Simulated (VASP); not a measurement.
# Be2ZnSe3 (P3m1) in VASP: single point with r2SCAN

Aim: the single point of Be2ZnSe3 with r2SCAN.

Everything below comes from runs of VASP 6.6.1. Logs are shortened: lines on timing, memory, paths and dates and some standing lists are left out, and cuts for length are marked.

## Step 1: The cell of the first run

It takes space group P3m1 (No. 156, trigonal). The conventional cell has a = 3.790 Å, b = 3.790 Å, c = 9.341 Å, α = 90.00°, β = 90.00°, γ = 120.00°. Within 2.9 Å of Be (site symmetry 3m) lie 4 Se at 2.23 to 2.30 Å. Be (site symmetry 3m) has 4 Se at 2.24 to 2.30 Å within 3.0 Å. Within 3.2 Å of Zn (site symmetry 3m) lie 4 Se at 2.41 to 2.46 Å. Se (site symmetry 3m) has 1 Be at 2.23 Å and 3 Zn at 2.41 Å within 2.9 Å. Se (site symmetry 3m) has 3 Be at 2.30 Å and 1 Zn at 2.46 Å within 3.0 Å. Within 3.0 Å of Se (site symmetry 3m) lie 4 Be at 2.24 to 2.30 Å.

## Step 2: Single point, r2SCAN

Input file POSCAR:

```
Be2ZnSe3
1.0
    3.7899660873      0.0000000289      0.0000000000
   -1.8949830686      3.2822068966      0.0000000000
    0.0000000000      0.0000000000      9.3406561000
Be Zn Se
2 1 3
Direct
    0.0000000000      0.0000000000      0.0084440000
    0.6666666667      0.3333333333      0.3242370000
    0.3333333333      0.6666666667      0.6631090000
    0.0000000000      0.0000000000      0.7700450000
    0.3333333333      0.6666666667      0.3998320000
    0.6666666667      0.3333333333      0.0843330000
```

Input file INCAR.step1:

```
PREC = Accurate
ENCUT = 520
ISMEAR = 0
SIGMA = 0.02
LREAL = F
LASPH = T
NELM = 80
NBANDS = 26
GGA = PE
ALGO = Normal
EDIFF = 1E-4
LWAVE = T
LCHARG = F
```

Input file INCAR.step2:

```
PREC = Accurate
ENCUT = 520
EDIFF = 1E-6
ISMEAR = 0
SIGMA = 0.02
LREAL = F
LASPH = T
NELM = 80
ALGO = Normal
ISIF = 2
LWAVE = F
LCHARG = T
METAGGA = R2SCAN
LMIXTAU = T
LELF = T
LVHAR = T
NBANDS = 26
ISTART = 1
```

Input file KPOINTS:

```
Automatic mesh
0
Gamma
  12 12 4
```

Potentials or basis: VASP PAW PBE potentials, release 64 (Be, Zn, Se).

Command:

```console
$ cat potpaw_PBE.64/Be/POTCAR potpaw_PBE.64/Zn/POTCAR potpaw_PBE.64/Se/POTCAR > POTCAR
$ cp INCAR.step1 INCAR
$ mpirun -np 1 vasp_std > vasp.out
$ cp INCAR.step2 INCAR
$ mpirun -np 1 vasp_std > vasp.out
```

OUTCAR:

```text
PREC = Accurate
   ENCUT = 520
   EDIFF = 1E-6
   ISMEAR = 0
   LREAL = F
   LASPH = T
   NELM = 80
   ISIF = 2
   METAGGA = R2SCAN
   ISTART = 1

 ion  position               nearest neighbor table
   1  0.000  0.000  0.008-   4 2.23   6 2.30   6 2.30   6 2.30
   2  0.667  0.333  0.324-   6 2.24   5 2.30   5 2.30   5 2.30
   3  0.333  0.667  0.663-   4 2.41   4 2.41   4 2.41   5 2.46
   4  0.000  0.000  0.770-   1 2.23   3 2.41   3 2.41   3 2.41
   5  0.333  0.667  0.400-   2 2.30   2 2.30   2 2.30   3 2.46
   6  0.667  0.333  0.084-   2 2.24   1 2.30   1 2.30   1 2.30

  LATTYP: Found a hexagonal cell.
 ALAT       =     3.7899660873
 C/A-ratio  =     2.4645751136

  Lattice vectors:

 A1 = (   3.7899660873,   0.0000000289,   0.0000000000)
 A2 = (  -1.8949830686,   3.2822068966,   0.0000000000)
 A3 = (   0.0000000000,   0.0000000000,   9.3406561000)

Analysis of symmetry for initial positions (statically):
=====================================================================
 Subroutine PRICEL returns:
 Original cell was already a primitive cell.

 Routine SETGRP: Setting up the symmetry group for a
 hexagonal supercell.

 Subroutine GETGRP returns: Found  6 space group operations
 (whereof  6 operations were pure point group operations)
 out of a pool of 24 trial point group operations.

The static configuration has the point symmetry C_3v.

Analysis of symmetry for dynamics (positions and initial velocities):
=====================================================================
 Subroutine PRICEL returns:
 Original cell was already a primitive cell.

 Routine SETGRP: Setting up the symmetry group for a
 hexagonal supercell.

 Subroutine GETGRP returns: Found  6 space group operations
 (whereof  6 operations were pure point group operations)
 out of a pool of 24 trial point group operations.

The dynamic configuration has the point symmetry C_3v.

 Subroutine INISYM returns: Found  6 space group operations
 (whereof  6 operations are pure point group operations),
 and found     1 'primitive' translations

----------------------------------------------------------------------------------------

                                     Primitive cell

  volume of cell :     116.1927

  direct lattice vectors                    reciprocal lattice vectors
     3.789966087  0.000000029  0.000000000     0.263854603  0.152336528  0.000000000
    -1.894983069  3.282206897  0.000000000    -0.000000002  0.304673053  0.000000000
     0.000000000  0.000000000  9.340656100     0.000000000  0.000000000  0.107058861

  length of vectors
     3.789966087  3.789966087  9.340656100     0.304673053  0.304673053  0.107058861

  position of ions in fractional coordinates (direct lattice)
     0.000000000  0.000000000  0.008444000
     0.666666667  0.333333333  0.324237000
     0.333333333  0.666666667  0.663109000
     0.000000000  0.000000000  0.770045000
     0.333333333  0.666666667  0.399832000
     0.666666667  0.333333333  0.084333000

  ion indices of the primitive-cell ions
   primitive index   ion index
                 1           1
                 2           2
                 3           3
                 4           4
                 5           5
                 6           6

----------------------------------------------------------------------------------------

 KPOINTS: Automatic mesh

Automatic generation of k-mesh.
 Grid dimensions read from file:
 generate k-points for:   12   12    4

 Generating k-lattice:

  Cartesian coordinates                     Fractional coordinates (reciprocal lattice)
     0.021987884  0.012694711  0.000000000     0.083333333  0.000000000  0.000000000
    -0.000000000  0.025389421  0.000000000     0.000000000  0.083333333  0.000000000
     0.000000000  0.000000000  0.026764715     0.000000000  0.000000000  0.250000000

  Length of vectors
     0.025389421  0.025389421  0.026764715

  Shift w.r.t. Gamma in fractional coordinates (k-lattice)
     0.000000000  0.000000000  0.000000000

 Subroutine IBZKPT returns following result:
 ===========================================

 Found     69 irreducible k-points:

 Following reciprocal coordinates:
            Coordinates               Weight
  0.000000  0.000000  0.000000      1.000000
  0.083333 -0.000000  0.000000      6.000000
  0.166667  0.000000  0.000000      6.000000
  0.250000  0.000000  0.000000      6.000000
  0.333333  0.000000  0.000000      6.000000
  0.416667  0.000000  0.000000      6.000000
[... 16 lines left out ...]
  0.166667  0.000000  0.250000      6.000000
  0.000000  0.166667  0.250000      6.000000
 [... further k-points ...]
   k-points           NKPTS =     69   k-points in BZ     NKDIM =     69   number of bands    NBANDS=     26
   number of dos      NEDOS =    301   number of ions     NIONS =      6
   total plane-waves  NPLWV =  54880
   dimension x,y,z NGX =    28 NGY =   28 NGZ =   70
   dimension x,y,z NGXF=    56 NGYF=   56 NGZF=  140
   ions per type =               2   1   3
   NGX,Y,Z   is equivalent  to a cutoff of  12.28, 12.28, 12.46 a.u.
   NGXF,Y,Z  is equivalent  to a cutoff of  24.56, 24.56, 24.92 a.u.
 SYSTEM =  unknown system
   PREC   = accura    normal or accurate (medium, high low for compatibility)
   ISTART =      1    job   : 0-new  1-cont  2-samecut
   ICHARG =      0    charge: 1-file 2-atom 10-const
   ISPIN  =      1    spin polarized calculation?
   LNONCOLLINEAR =      F non collinear calculations
   LSORBIT =      F    spin-orbit coupling
   LASPH  =      T    aspherical Exc in radial PAW
   ENCUT  =  520.0 eV  38.22 Ry    6.18 a.u.   7.05  7.05 17.37*2*pi/ulx,y,z
   NELM   =     80;   NELMIN=  2; NELMDL=  0     # of ELM steps
   EDIFF  = 0.1E-05   stopping-criterion for ELM
   LREAL  =      F    real-space projection
[... 7 lines left out ...]
   TEBEG  =    0.0;   TEEND  =   0.0 temperature during run
   PSTRESS=    0.0 pullay stress
   NELECT =      34.0000    total number of electrons
   NUPDOWN=      -1.0000    fix difference up-down
   EMIN   =  10.00;   EMAX   =-10.00  energy-range for DOS
   EFERMI =   0.00;   METHOD = LEGACY
   ISMEAR =     0;   SIGMA  =   0.02  broadening in eV -4-tet -1-fermi 0-gaus
   EFERMI_NEDOS =   21; number of points for ismear=-14 and -15
   IALGO  =     38    algorithm
   IMIX   =      4    mixing-type and parameters
     AMIX     =   0.40;   BMIX     =  1.00
     AMIX_MAG =   1.60;   BMIX_MAG =  1.00
  volume/ion in A,a.u.               =      19.37       130.68
  Fermi-wavevector in a.u.,A,eV,Ry     =   1.086863  2.053874 16.072178  1.181272
  Thomas-Fermi vector in A             =   2.223010
   LORBIT       =      0    0 simple, 1 ext, 2 COOP (PROOUT), +10 PAW based schemes
   METAGGA = R2SCAN    functional components
   LHFCALC =     F    Hartree Fock is set to
   AEXX    =    0.0000 exact exchange contribution
   IVDW    =     0    specifies the selected vdW correction
   LEPSILON=     F    determine dielectric tensor
   LRPA    =     F    only Hartree local field effects (RPA)
 non-spin polarized calculation
 Gauss-broadening in eV      SIGMA  =   0.02
  energy-cutoff  :      520.00
  volume of cell :      116.19
 maximum number of plane-waves:      3149
   NGX = 15   NGY = 15   NGZ = 35

 number of electron      33.9999998 magnetization

 Free energy of the ion-electron system (eV)
  ---------------------------------------------------
  ext. energy  EPLUGINS =         0.00000000
  ---------------------------------------------------
  free energy    TOTEN  =       -65.73214094 eV

  energy without entropy =      -65.73214094  energy(sigma->0) =      -65.73214094

 E-fermi :   2.6724     XC(G=0):  -9.7949

 val. band max:        2.5394865821   @ k =   0.0000   0.0000   0.0000
 cond. band min:       5.3323065218   @ k =   0.5000   0.0000   0.0000
 fundamental gap:      2.7928199397
 Fermi energy:         2.6723914253

 k-point     1 :       0.0000    0.0000    0.0000
  band No.  band energies     occupation
      1     -11.7480      2.00000
      2     -11.0378      2.00000
      3     -10.8121      2.00000
      4      -4.2865      2.00000
      5      -4.2691      2.00000
      6      -4.2691      2.00000
[... 18 lines left out ...]
     25       8.4228      0.00000
     26       9.9011      0.00000

 k-point     2 :       0.0833   -0.0000    0.0000
  band No.  band energies     occupation
      1     -11.6939      2.00000
      2     -10.9961      2.00000
      3     -10.7740      2.00000
      4      -4.2827      2.00000
      5      -4.2600      2.00000
      6      -4.2578      2.00000
[... 18 lines left out ...]
     25       8.6598      0.00000
     26       9.6479      0.00000

 k-point     3 :       0.1667    0.0000    0.0000
  band No.  band energies     occupation
      1     -11.5377      2.00000
      2     -10.8791      2.00000
      3     -10.6683      2.00000
      4      -4.2804      2.00000
      5      -4.2360      2.00000
      6      -4.2154      2.00000
[... 18 lines left out ...]
     25       9.2741      0.00000
     26       9.3649      0.00000

 k-point     4 :       0.2500    0.0000    0.0000
  band No.  band energies     occupation
      1     -11.2986      2.00000
      2     -10.7128      2.00000
      3     -10.5213      2.00000
      4      -4.2694      2.00000
      5      -4.2061      2.00000
      6      -4.1521      2.00000
[... 18 lines left out ...]
     25       9.9274      0.00000
     26       9.9490      0.00000

 k-point     5 :       0.3333    0.0000    0.0000
  band No.  band energies     occupation
      1     -11.0124      2.00000
      2     -10.5477      2.00000
      3     -10.3724      2.00000
      4      -4.2448      2.00000
      5      -4.1809      2.00000
      6      -4.0771      2.00000
[... 18 lines left out ...]
     25      10.2213      0.00000
     26      10.2380      0.00000

 k-point     6 :       0.4167    0.0000    0.0000
  band No.  band energies     occupation
      1     -10.7355      2.00000
      2     -10.4631      2.00000
      3     -10.2584      2.00000
      4      -4.2186      2.00000
      5      -4.1662      2.00000
      6      -4.0193      2.00000
[... 427 lines left out ...]
 k-point    21 :       0.0833   -0.0000    0.2500
  band No.  band energies     occupation
      1     -11.6401      2.00000
      2     -11.1876      2.00000
      3     -10.6269      2.00000
      4      -4.2710      2.00000
      5      -4.2600      2.00000
      6      -4.2313      2.00000
[... 18 lines left out ...]
     25       8.6899      0.00000
     26       9.4197      0.00000

 k-point    22 :       0.0000    0.0833    0.2500
  band No.  band energies     occupation
      1     -11.6397      2.00000
      2     -11.1885      2.00000
      3     -10.6262      2.00000
      4      -4.2711      2.00000
      5      -4.2600      2.00000
      6      -4.2316      2.00000
[... 18 lines left out ...]
     25       8.5821      0.00000
     26       9.5522      0.00000

 k-point    23 :       0.1667    0.0000    0.2500
  band No.  band energies     occupation
      1     -11.4880      2.00000
      2     -11.0537      2.00000
      3     -10.5361      2.00000
      4      -4.2716      2.00000
      5      -4.2361      2.00000
      6      -4.1894      2.00000
[... 18 lines left out ...]
     25       9.1138      0.00000
     26       9.4025      0.00000

 k-point    24 :       0.0000    0.1667    0.2500
  band No.  band energies     occupation
      1     -11.4848      2.00000
      2     -11.0618      2.00000
      3     -10.5306      2.00000
      4      -4.2711      2.00000
      5      -4.2360      2.00000
      6      -4.1920      2.00000
[... 18 lines left out ...]
     25       9.2324      0.00000
     26       9.4534      0.00000

 [... further k-points ...]
[... 5 lines left out ...]
  --------------------------------------------------------------------------------------
  -------------------------------------------------------------------------------------
  Total       -0.8378027     -0.8378027     -0.9066296     -0.0000000      0.0000000      0.0000000
  in kB      -11.5524390    -11.5524390    -12.5014905     -0.0000000      0.0000000      0.0000000
  external PRESSURE =     -11.8687895 kB  Pullay stress =       0.0000000 kB

 VOLUME and BASIS-vectors are now :
 -----------------------------------------------------------------------------
  energy-cutoff  :      520.00
  volume of cell :      116.19
      direct lattice vectors                 reciprocal lattice vectors
     3.789966087  0.000000029  0.000000000     0.263854603  0.152336528  0.000000000
    -1.894983069  3.282206897  0.000000000    -0.000000002  0.304673053  0.000000000
     0.000000000  0.000000000  9.340656100     0.000000000  0.000000000  0.107058861

 POSITION                                       TOTAL-FORCE (eV/Angst)
 -----------------------------------------------------------------------------------
      0.00000      0.00000      0.07887         0.000000     -0.000000     -0.013655
      1.89498      1.09407      3.02859         0.000000     -0.000000     -0.006305
     -0.00000      2.18814      6.19387        -0.000000      0.000000      0.030681
      0.00000      0.00000      7.19273         0.000000     -0.000000     -0.168623
     -0.00000      2.18814      3.73469         0.000000     -0.000000      0.141570
      1.89498      1.09407      0.78773         0.000000     -0.000000      0.016332
 -----------------------------------------------------------------------------------
    total drift:                               -0.000020      0.000012     -0.010915

  FREE ENERGIE OF THE ION-ELECTRON SYSTEM (eV)
  ---------------------------------------------------
  free  energy   TOTEN  =       -65.7321409412 eV

  energy  without entropy=      -65.7321409412  energy(sigma->0) =      -65.73214094
```

Wall time 7.1 min (1 thread of Intel Xeon Platinum 8559C (Emerald Rapids), shared host); peak memory 0.38 GiB.

Results:

```yaml
Free_energy: -65.7321 eV
Pressure: -1.2 GPa
Largest_force: 0.169 eV/Å
Band_gap_on_the_k_mesh: 2.79 eV (least direct gap 3.15 eV)
```

Forces in eV/Å, atoms in the order of the input:
```
Be   0.000  0.000 -0.014
Be   0.000  0.000 -0.006
Zn   0.000  0.000  0.031
Se   0.000  0.000 -0.169
Se   0.000  0.000  0.142
Se   0.000  0.000  0.016
```

Stress tensor (GPa, compression positive):
```
-1.16  0.00  0.00
 0.00 -1.16  0.00
 0.00  0.00 -1.25
```

Caveat: the PAW data sets were made with another functional, which shifts forces and pressure a little. A k mesh can miss the band edges.
